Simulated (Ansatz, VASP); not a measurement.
## K7NaCl8: VASP beside Ansatz

File INCAR:

```
SYSTEM = K7NaCl8
PREC = Accurate
ENCUT = 520
EDIFF = 1E-6
ISMEAR = 0
SIGMA = 0.02
LREAL = Auto
LASPH = .True.
NELM = 100
ALGO = Normal
ISIF = 2
LWAVE = .False.
LCHARG = .False.
GGA = PE
NBANDS = 77
```

The input KPOINTS:

```
Automatic mesh
0
Gamma
  3 3 2
  0 0 0
```

The input POSCAR:

```
K7NaCl8
1.0
    7.5471270000     -0.0448640000      0.0012870000
   -0.0461060000      7.6426990000     -0.0151250000
    0.0118970000     -0.0262350000      8.7202470000
Na Cl K
1 8 7
Direct
    0.5671698874      0.1965468308      0.8552227147
    0.4071832200      0.4361466721      0.6155934851
    0.8858639221      0.4346955475      0.8567374655
    0.7301834105      0.9529966763      0.0989244392
    0.9052370559      0.4507159857      0.3569352556
    0.2311919365      0.9395063694      0.3567967717
    0.7289326498      0.9551766205      0.6163534917
    0.4073826202      0.4354136955      0.0968501159
    0.2503157482      0.9560130290      0.8563266771
    0.0681389143      0.6955231302      0.6128201202
    0.0679682578      0.1951856534      0.6086312278
    0.0685409127      0.6947969880      0.1008314181
    0.5681181255      0.1949684641      0.3560666553
    0.0678779618      0.1950267252      0.1043909206
    0.5682336459      0.6950495943      0.3568501148
    0.5683632468      0.6959440120      0.8571996975
```

Input for Ansatz:

```yaml
crystal:
  lattice:
    - [7.547127, -0.044864, 0.001287]
    - [-0.046106, 7.642699, -0.015125]
    - [0.011897, -0.026235, 8.720247]
  atoms:
    - { symbol: Na, position: [0.5671698874, 0.1965468308, 0.8552227147] }
    - { symbol: Cl, position: [0.40718322, 0.4361466721, 0.6155934851] }
    - { symbol: Cl, position: [0.8858639221, 0.4346955475, 0.8567374655] }
    - { symbol: Cl, position: [0.7301834105, 0.9529966763, 0.0989244392] }
    - { symbol: Cl, position: [0.9052370559, 0.4507159857, 0.3569352556] }
    - { symbol: Cl, position: [0.2311919365, 0.9395063694, 0.3567967717] }
    - { symbol: Cl, position: [0.7289326498, 0.9551766205, 0.6163534917] }
    - { symbol: Cl, position: [0.4073826202, 0.4354136955, 0.0968501159] }
    - { symbol: Cl, position: [0.2503157482, 0.956013029, 0.8563266771] }
    - { symbol: K, position: [0.0681389143, 0.6955231302, 0.6128201202] }
    - { symbol: K, position: [0.0679682578, 0.1951856534, 0.6086312278] }
    - { symbol: K, position: [0.0685409127, 0.694796988, 0.1008314181] }
    - { symbol: K, position: [0.5681181255, 0.1949684641, 0.3560666553] }
    - { symbol: K, position: [0.0678779618, 0.1950267252, 0.1043909206] }
    - { symbol: K, position: [0.5682336459, 0.6950495943, 0.3568501148] }
    - { symbol: K, position: [0.5683632468, 0.695944012, 0.8571996975] }
basis:
  ecutwfc: 420
kpoints:
  mp_grid: { grid: [3, 3, 2] }
hamiltonian:
  xc: pbe
scf:
  occupations: { method: gaussian, width: 0.02 }
  n_extra_bands: 8
output:
  forces: true
  stress: true
  eigenvalues: true
  populations: true
  dos:
    method: { smearing: { sigma: 0.1, scheme: gaussian } }
    projected: true
    de: 0.02
  write_density: true
  write_potential: true
  elf: true
  volumetric_format: npy
```

Alike in both runs: task single point; functional PBE; k mesh 3 × 3 × 2; occupations gaussian, width 0.02 eV; no spin polarisation.

|  | VASP | Ansatz |
| --- | --- | --- |
| version | VASP 6.6.1 | Ansatz 0.2.0 |
| potentials or method | VASP PAW PBE potentials, release 64 (Na_pv, Cl, K_sv), cutoff 520 eV | scalar-relativistic, plane waves, PAW |
| valence electrons in the cell | 126 | 128 |

```tsv
	VASP	Ansatz	Ansatz less VASP
gap on the k mesh at the Fermi level (eV)	4.91	4.92	+0.001
least direct gap on the mesh (eV)	4.91	4.92	+0.001
rms of the force components (eV/Å)	0.006	0.005	-0.0011
```

Atom by atom the forces differ by 0.002 eV/Å (rms over components). VASP's potentials hold 126 valence electrons a cell and Ansatz's 128, so a difference there can come from the potentials and not from the codes.
